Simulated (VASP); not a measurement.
# Hf2S (P6_3/mmc) in VASP: notebook

Hf2S is run at these levels: r2SCAN; tasks: single point.

All numbers are computed with VASP 6.6.1; they aren't measurements. Logs are shortened: lines on timing, memory, paths and dates and some standing lists are left out, and cuts for length are marked.

## (1) The cell of the first run

Symmetry: P6_3/mmc, No. 194, hexagonal system. The conventional cell has a = 3.381 Å, b = 3.381 Å, c = 11.741 Å, α = 90.00°, β = 90.00°, γ = 120.00°. Within 3.6 Å of Hf (site symmetry 3m) lie 3 S at 2.63 Å and 10 Hf at 3.06 to 3.52 Å. Within 3.5 Å of S (site symmetry -6m2) lie 6 Hf at 2.63 Å and 6 S at 3.38 Å.

## (2) Single point, r2SCAN

Input file POSCAR:

```
Hf2S
1.0
    3.3814293648      0.0000000000      0.0000000000
   -1.6907146824      2.9284037310      0.0000000000
    0.0000000000      0.0000000000     11.7409508167
Hf S
4 2
Direct
    0.6666666667      0.3333333333      0.8997311427
    0.3333333333      0.6666666667      0.3997311427
    0.6666666667      0.3333333333      0.6002688573
    0.3333333333      0.6666666667      0.1002688573
    0.0000000000      0.0000000000      0.7500000000
    0.0000000000      0.0000000000      0.2500000000
```

Input file INCAR.step1:

```
SYSTEM = Hf2S
PREC = Accurate ; ENCUT = 520
ISMEAR = 0 ; SIGMA = 0.1
LREAL = .False. ; LASPH = .True.
NELM = 60 ; NBANDS = 35
GGA = PE ; ALGO = Normal
EDIFF = 1E-4 ; LWAVE = .True.
LCHARG = .False.
```

Input file INCAR.step2:

```
SYSTEM = Hf2S
PREC = Accurate ; ENCUT = 520
EDIFF = 1E-6 ; ISMEAR = 0
SIGMA = 0.1 ; LREAL = .False.
LASPH = .True. ; NELM = 60
ALGO = Normal ; ISIF = 2
LWAVE = .False. ; LCHARG = .False.
METAGGA = R2SCAN ; LMIXTAU = .True.
NBANDS = 35 ; ISTART = 1
```

Input file KPOINTS:

```
Automatic mesh
0
Gamma
  12 12 4
  0 0 0
```

Potentials or basis: VASP PAW PBE potentials, release 64 (Hf_pv, S).

On the command line:

```
$ cat potpaw_PBE.64/Hf_pv/POTCAR potpaw_PBE.64/S/POTCAR > POTCAR
$ cp INCAR.step1 INCAR
$ mpirun -np 1 vasp_std > vasp.out
$ cp INCAR.step2 INCAR
$ mpirun -np 1 vasp_std > vasp.out
```

OUTCAR:

```text
SYSTEM = Hf2S
   PREC = Accurate
   ENCUT = 520
   EDIFF = 1E-6
   ISMEAR = 0
   LREAL = .False.
   LASPH = .True.
   NELM = 60
   ISIF = 2
   METAGGA = R2SCAN
   ISTART = 1

 ion  position               nearest neighbor table
   1  0.667  0.333  0.900-   5 2.63   5 2.63   5 2.63   4 3.06   4 3.06   4 3.06   3 3.52
   2  0.333  0.667  0.400-   6 2.63   6 2.63   6 2.63   3 3.06   3 3.06   3 3.06   4 3.52
   3  0.667  0.333  0.600-   5 2.63   5 2.63   5 2.63   2 3.06   2 3.06   2 3.06   1 3.52
   4  0.333  0.667  0.100-   6 2.63   6 2.63   6 2.63   1 3.06   1 3.06   1 3.06   2 3.52
   5  0.000  0.000  0.750-   1 2.63   3 2.63   1 2.63   3 2.63   1 2.63   3 2.63
   6  0.000  0.000  0.250-   2 2.63   4 2.63   2 2.63   4 2.63   2 2.63   4 2.63

  LATTYP: Found a hexagonal cell.
 ALAT       =     3.3814293648
 C/A-ratio  =     3.4721857386

  Lattice vectors:

 A1 = (   3.3814293648,   0.0000000000,   0.0000000000)
 A2 = (  -1.6907146824,   2.9284037310,   0.0000000000)
 A3 = (   0.0000000000,   0.0000000000,  11.7409508167)

Analysis of symmetry for initial positions (statically):
=====================================================================
 Subroutine PRICEL returns:
 Original cell was already a primitive cell.

 Routine SETGRP: Setting up the symmetry group for a
 hexagonal supercell.

 Subroutine GETGRP returns: Found 24 space group operations
 (whereof 12 operations were pure point group operations)
 out of a pool of 24 trial point group operations.

The static configuration has the point symmetry D_3d.
 The point group associated with its full space group is D_6h.

Analysis of symmetry for dynamics (positions and initial velocities):
=====================================================================
 Subroutine PRICEL returns:
 Original cell was already a primitive cell.

 Routine SETGRP: Setting up the symmetry group for a
 hexagonal supercell.

 Subroutine GETGRP returns: Found 24 space group operations
 (whereof 12 operations were pure point group operations)
 out of a pool of 24 trial point group operations.

The dynamic configuration has the point symmetry D_3d.
 The point group associated with its full space group is D_6h.

 Subroutine INISYM returns: Found 24 space group operations
 (whereof 12 operations are pure point group operations),
 and found     1 'primitive' translations

----------------------------------------------------------------------------------------

                                     Primitive cell

  volume of cell :     116.2611

  direct lattice vectors                    reciprocal lattice vectors
     3.381429365  0.000000000  0.000000000     0.295732926  0.170741484  0.000000000
    -1.690714682  2.928403731  0.000000000     0.000000000  0.341482969  0.000000000
     0.000000000  0.000000000 11.740950817     0.000000000  0.000000000  0.085171978

  length of vectors
     3.381429365  3.381429365 11.740950817     0.341482969  0.341482969  0.085171978

  position of ions in fractional coordinates (direct lattice)
     0.666666667  0.333333333  0.899731143
     0.333333333  0.666666667  0.399731143
     0.666666667  0.333333333  0.600268857
     0.333333333  0.666666667  0.100268857
     0.000000000  0.000000000  0.750000000
     0.000000000  0.000000000  0.250000000

  ion indices of the primitive-cell ions
   primitive index   ion index
                 1           1
                 2           2
                 3           3
                 4           4
                 5           5
                 6           6

----------------------------------------------------------------------------------------

 KPOINTS: Automatic mesh

Automatic generation of k-mesh.
 Grid dimensions read from file:
 generate k-points for:   12   12    4

 Generating k-lattice:

  Cartesian coordinates                     Fractional coordinates (reciprocal lattice)
     0.024644410  0.014228457  0.000000000     0.083333333 -0.000000000  0.000000000
     0.000000000  0.028456914  0.000000000     0.000000000  0.083333333  0.000000000
     0.000000000  0.000000000  0.021292994     0.000000000  0.000000000  0.250000000

  Length of vectors
     0.028456914  0.028456914  0.021292994

  Shift w.r.t. Gamma in fractional coordinates (k-lattice)
     0.000000000  0.000000000  0.000000000

 Subroutine IBZKPT returns following result:
 ===========================================

 Found     57 irreducible k-points:

 Following reciprocal coordinates:
            Coordinates               Weight
  0.000000  0.000000  0.000000      1.000000
  0.083333  0.000000  0.000000      6.000000
  0.166667  0.000000  0.000000      6.000000
  0.250000 -0.000000  0.000000      6.000000
  0.333333 -0.000000  0.000000      6.000000
  0.416667  0.000000  0.000000      6.000000
[... 16 lines left out ...]
  0.250000 -0.000000  0.250000     12.000000
  0.333333 -0.000000  0.250000     12.000000
 [... further k-points ...]
   k-points           NKPTS =     57   k-points in BZ     NKDIM =     57   number of bands    NBANDS=     35
   number of dos      NEDOS =    301   number of ions     NIONS =      6
   total plane-waves  NPLWV =  70560
   dimension x,y,z NGX =    28 NGY =   28 NGZ =   90
   dimension x,y,z NGXF=    56 NGYF=   56 NGZF=  180
   ions per type =               4   2
   NGX,Y,Z   is equivalent  to a cutoff of  13.77, 13.77, 12.74 a.u.
   NGXF,Y,Z  is equivalent  to a cutoff of  27.53, 27.53, 25.49 a.u.
 SYSTEM =  Hf2S
   PREC   = accura    normal or accurate (medium, high low for compatibility)
   ISTART =      1    job   : 0-new  1-cont  2-samecut
   ICHARG =      0    charge: 1-file 2-atom 10-const
   ISPIN  =      1    spin polarized calculation?
   LNONCOLLINEAR =      F non collinear calculations
   LSORBIT =      F    spin-orbit coupling
   LASPH  =      T    aspherical Exc in radial PAW
   ENCUT  =  520.0 eV  38.22 Ry    6.18 a.u.   6.29  6.29 21.83*2*pi/ulx,y,z
   NELM   =     60;   NELMIN=  2; NELMDL=  0     # of ELM steps
   EDIFF  = 0.1E-05   stopping-criterion for ELM
   LREAL  =      F    real-space projection
   EDIFFG = 0.1E-04   stopping-criterion for IOM
   NSW    =      0    number of steps for IOM
   IBRION =     -1    ionic relax: 0-MD 1-quasi-New 2-CG
   NFREE  =      0    steps in history (QN), initial steepest desc. (CG)
   ISIF   =      2    stress and relaxation
   ISYM   =      2    0-nonsym 1-usesym 2-fastsym
   POTIM  = 0.5000    time-step for ionic-motion
   TEBEG  =    0.0;   TEEND  =   0.0 temperature during run
   PSTRESS=    0.0 pullay stress
   NELECT =      52.0000    total number of electrons
   NUPDOWN=      -1.0000    fix difference up-down
   EMIN   =  10.00;   EMAX   =-10.00  energy-range for DOS
   EFERMI =   0.00;   METHOD = LEGACY
   ISMEAR =     0;   SIGMA  =   0.10  broadening in eV -4-tet -1-fermi 0-gaus
   EFERMI_NEDOS =   21; number of points for ismear=-14 and -15
   IALGO  =     38    algorithm
   IMIX   =      4    mixing-type and parameters
     AMIX     =   0.40;   BMIX     =  1.00
     AMIX_MAG =   1.60;   BMIX_MAG =  1.00
  volume/ion in A,a.u.               =      19.38       130.76
  Fermi-wavevector in a.u.,A,eV,Ry     =   1.251981  2.365901 21.326542  1.567457
  Thomas-Fermi vector in A             =   2.385903
   LORBIT       =      0    0 simple, 1 ext, 2 COOP (PROOUT), +10 PAW based schemes
   METAGGA = R2SCAN    functional components
   LHFCALC =     F    Hartree Fock is set to
   AEXX    =    0.0000 exact exchange contribution
   IVDW    =     0    specifies the selected vdW correction
   LEPSILON=     F    determine dielectric tensor
   LRPA    =     F    only Hartree local field effects (RPA)
 non-spin polarized calculation
 Gauss-broadening in eV      SIGMA  =   0.10
  energy-cutoff  :      520.00
  volume of cell :      116.26
 maximum number of plane-waves:      3163
 NGX is ok and might be reduce to    28
   NGX = 13   NGY = 13   NGZ = 43

 number of electron      52.0000000 magnetization

 Free energy of the ion-electron system (eV)
  ---------------------------------------------------
  ext. energy  EPLUGINS =         0.00000000
  ---------------------------------------------------
  free energy    TOTEN  =      -203.69698627 eV

  energy without entropy =     -203.68341831  energy(sigma->0) =     -203.69020229

 E-fermi :   6.4962     XC(G=0): -12.1094

 val. band max:        6.4899596316   @ k =   0.0833   0.0833   0.2500
 cond. band min:       6.4966150976   @ k =   0.0833   0.0833   0.2500
 fundamental gap:      0.0066554660
 Fermi energy:         6.4961839983

 k-point     1 :       0.0000    0.0000    0.0000
  band No.  band energies     occupation
      1     -26.1659      2.00000
      2     -26.0505      2.00000
      3     -25.7105      2.00000
      4     -25.6327      2.00000
      5     -25.6327      2.00000
      6     -25.6235      2.00000
[... 27 lines left out ...]
     34       9.1097      0.00000
     35       9.2751      0.00000

 k-point     2 :       0.0833    0.0000    0.0000
  band No.  band energies     occupation
      1     -26.1560      2.00000
      2     -26.0431      2.00000
      3     -25.7412      2.00000
      4     -25.6703      2.00000
      5     -25.6407      2.00000
      6     -25.6314      2.00000
[... 27 lines left out ...]
     34       9.0235      0.00000
     35       9.1634      0.00000

 k-point     3 :       0.1667    0.0000    0.0000
  band No.  band energies     occupation
      1     -26.1294      2.00000
      2     -26.0241      2.00000
      3     -25.8120      2.00000
      4     -25.7539      2.00000
      5     -25.6621      2.00000
      6     -25.6525      2.00000
[... 27 lines left out ...]
     34       9.0822      0.00000
     35       9.1501      0.00000

 k-point     4 :       0.2500   -0.0000    0.0000
  band No.  band energies     occupation
      1     -26.0960      2.00000
      2     -26.0041      2.00000
      3     -25.8994      2.00000
      4     -25.8496      2.00000
      5     -25.7050      2.00000
      6     -25.6902      2.00000
[... 27 lines left out ...]
     34       9.3890      0.00000
     35       9.4114      0.00000

 k-point     5 :       0.3333   -0.0000    0.0000
  band No.  band energies     occupation
      1     -26.0733      2.00000
      2     -25.9998      2.00000
      3     -25.9829      2.00000
      4     -25.9381      2.00000
      5     -25.7595      2.00000
      6     -25.7175      2.00000
[... 638 lines left out ...]
 k-point    22 :       0.1667    0.0000    0.2500
  band No.  band energies     occupation
      1     -26.1172      2.00000
      2     -26.0444      2.00000
      3     -25.7990      2.00000
      4     -25.7598      2.00000
      5     -25.6608      2.00000
      6     -25.6540      2.00000
[... 27 lines left out ...]
     34       8.9542      0.00000
     35       9.1423      0.00000

 k-point    23 :       0.2500   -0.0000    0.2500
  band No.  band energies     occupation
      1     -26.0855      2.00000
      2     -26.0224      2.00000
      3     -25.8889      2.00000
      4     -25.8556      2.00000
      5     -25.6989      2.00000
      6     -25.6889      2.00000
[... 27 lines left out ...]
     34       9.2796      0.00000
     35       9.4053      0.00000

 k-point    24 :       0.3333   -0.0000    0.2500
  band No.  band energies     occupation
      1     -26.0648      2.00000
      2     -26.0158      2.00000
      3     -25.9731      2.00000
      4     -25.9445      2.00000
      5     -25.7518      2.00000
      6     -25.7173      2.00000
[... 27 lines left out ...]
     34       9.5761      0.00000
     35      10.0043      0.00000

 [... further k-points ...]

------------------------ aborting loop because EDIFF is reached ----------------------------------------

  FORCE on cell =-STRESS in cart. coord.  units (eV):
  Direction    XX          YY          ZZ          XY          YZ          ZX
  --------------------------------------------------------------------------------------
  -------------------------------------------------------------------------------------
  Total       -0.6013553     -0.6013553     -0.7096690      0.0000000      0.0000000      0.0000000
  in kB       -8.2871881     -8.2871881     -9.7798422      0.0000000      0.0000000      0.0000000
  external PRESSURE =      -8.7847395 kB  Pullay stress =       0.0000000 kB

 VOLUME and BASIS-vectors are now :
 -----------------------------------------------------------------------------
  energy-cutoff  :      520.00
  volume of cell :      116.26
      direct lattice vectors                 reciprocal lattice vectors
     3.381429365  0.000000000  0.000000000     0.295732926  0.170741484  0.000000000
    -1.690714682  2.928403731  0.000000000     0.000000000  0.341482969  0.000000000
     0.000000000  0.000000000 11.740950817     0.000000000  0.000000000  0.085171978

 POSITION                                       TOTAL-FORCE (eV/Angst)
 -----------------------------------------------------------------------------------
      1.69071      0.97613     10.56370         0.000000      0.000000     -0.009748
     -0.00000      1.95227      4.69322        -0.000000     -0.000000     -0.009748
      1.69071      0.97613      7.04773         0.000000      0.000000      0.009748
     -0.00000      1.95227      1.17725        -0.000000     -0.000000      0.009748
      0.00000      0.00000      8.80571         0.000000     -0.000000     -0.000000
      0.00000      0.00000      2.93524         0.000000      0.000000      0.000000
 -----------------------------------------------------------------------------------
    total drift:                                0.000000     -0.000000      0.000000

  FREE ENERGIE OF THE ION-ELECTRON SYSTEM (eV)
  ---------------------------------------------------
  free  energy   TOTEN  =      -203.6969862667 eV

  energy  without entropy=     -203.6834183087  energy(sigma->0) =     -203.69020229
```

Wall time 8.5 min (1 thread of Intel Xeon Platinum 8488C (Sapphire Rapids), shared host); peak memory 0.39 GiB.

What came out:

```
Free energy            : -203.6970 eV
Pressure               : -0.9 GPa
Largest force          : 0.010 eV/Å
Band gap on the k mesh : zero (bands 26 and 27 overlap by 0.89 eV)
```

Forces in eV/Å, atoms in the order of the input:
```
Hf   0.000  0.000 -0.010
Hf   0.000  0.000 -0.010
Hf   0.000  0.000  0.010
Hf   0.000  0.000  0.010
S    0.000  0.000  0.000
S    0.000  0.000  0.000
```

Stress tensor (GPa, compression positive):
```
-0.83  0.00  0.00
 0.00 -0.83  0.00
 0.00  0.00 -0.98
```

Levels at points of the mesh, in eV from the Fermi level:
```
           k point  band 22  band 23  band 24  band 25  band 26  band 27  band 28  band 29  band 30  band 31
(0.00, 0.00, 0.00)    -3.26    -2.00    -0.37    -0.04     0.41     0.41     0.52     0.52     0.81     0.81
(0.50, 0.00, 0.00)    -2.60    -2.08    -1.58    -1.56    -1.08    -0.48     0.84     1.05     2.46     3.33
(0.00, 0.00, 0.50)    -3.81    -1.42    -1.42     0.36     0.36     0.36     0.36     1.39     1.39     1.59
(0.50, 0.00, 0.50)    -2.55    -1.98    -1.98    -1.36    -1.36     0.33     0.33     1.39     1.39     3.94
```

Caveat: the PAW data sets were made with another functional, which shifts forces and pressure a little; spin-orbit coupling is left out, which moves the levels of the heavy elements.

## (3) Single point, r2SCAN (19.96 Å³/atom)

This run uses another cell than the first one, of 19.96 Å³/atom.

Input file POSCAR:

```
Hf2S
1.0
    3.4188695682      0.0000000000      0.0000000000
   -1.7094347841      2.9608278983      0.0000000000
    0.0000000000      0.0000000000     11.8297636555
Hf S
4 2
Direct
    0.6666666667      0.3333333333      0.8998637646
    0.3333333333      0.6666666667      0.3998637646
    0.6666666667      0.3333333333      0.6001362354
    0.3333333333      0.6666666667      0.1001362354
    0.0000000000      0.0000000000      0.7500000000
    0.0000000000      0.0000000000      0.2500000000
```

Input file INCAR.step1:

```
ALGO     = Normal         # electronic algorithm
EDIFF    = 1E-4           # SCF threshold, eV
ENCUT    = 520            # plane-wave cutoff, eV
GGA      = PE             # functional
ISMEAR   = 0              # smearing method
LASPH    = True           # aspherical terms in the spheres
LCHARG   = False          # write CHGCAR
LREAL    = False          # projectors in reciprocal space
LWAVE    = True           # write WAVECAR
NBANDS   = 35             # bands
NELM     = 80             # most SCF steps
PREC     = Accurate       # precision mode
SIGMA    = 0.1            # smearing width, eV
```

Input file INCAR.step2:

```
ALGO     = Normal         # electronic algorithm
EDIFF    = 1E-6           # SCF threshold, eV
ENCUT    = 520            # plane-wave cutoff, eV
ISIF     = 2              # what is computed and relaxed
ISMEAR   = 0              # smearing method
ISTART   = 1            
LASPH    = True           # aspherical terms in the spheres
LCHARG   = False          # write CHGCAR
LMIXTAU  = True         
LREAL    = False          # projectors in reciprocal space
LWAVE    = False          # write WAVECAR
METAGGA  = R2SCAN         # meta-GGA
NBANDS   = 35             # bands
NELM     = 80             # most SCF steps
PREC     = Accurate       # precision mode
SIGMA    = 0.1            # smearing width, eV
```

Input file KPOINTS:

```
k-points
0
Gamma
  12 12 4
```

Potentials or basis: VASP PAW PBE potentials, release 64 (Hf_pv, S).

On the command line:

```
$ cat potpaw_PBE.64/Hf_pv/POTCAR potpaw_PBE.64/S/POTCAR > POTCAR
$ cp INCAR.step1 INCAR
$ mpirun -np 1 vasp_std > vasp.out
$ cp INCAR.step2 INCAR
$ mpirun -np 1 vasp_std > vasp.out
```

Wall time 9.4 min (1 thread of Intel Xeon Platinum 8488C (Sapphire Rapids), shared host); peak memory 0.4 GiB.

It converged, with:

- Free energy: -203.6358 eV
- Pressure: -4.7 GPa
- Largest force: 0.016 eV/Å
- Band gap on the k mesh: zero (bands 26 and 27 overlap by 0.84 eV)

Forces in eV/Å, atoms in the order of the input:
```
Hf   0.000  0.000 -0.016
Hf   0.000  0.000 -0.016
Hf   0.000  0.000  0.016
Hf   0.000  0.000  0.016
S    0.000  0.000  0.000
S    0.000  0.000  0.000
```

Stress tensor (GPa, compression positive):
```
-4.64  0.00  0.00
 0.00 -4.64  0.00
 0.00  0.00 -4.87
```

Levels at points of the mesh, in eV from the Fermi level:
```
           k point  band 23  band 24  band 25  band 26  band 27  band 28  band 29  band 30
(0.00, 0.00, 0.00)    -2.06    -0.38    -0.03     0.38     0.38     0.49     0.49     0.77
(0.50, 0.00, 0.00)    -2.12    -1.60    -1.59    -1.11    -0.46     0.79     1.03     2.32
(0.00, 0.00, 0.50)    -1.43    -1.43     0.34     0.34     0.34     0.34     1.35     1.35
(0.50, 0.00, 0.50)    -1.97    -1.97    -1.41    -1.41     0.33     0.33     1.32     1.32
```

Caveat: the cell stands under tension; the PAW data sets were made with another functional, which shifts forces and pressure a little; spin-orbit coupling is left out, which moves the levels of the heavy elements.
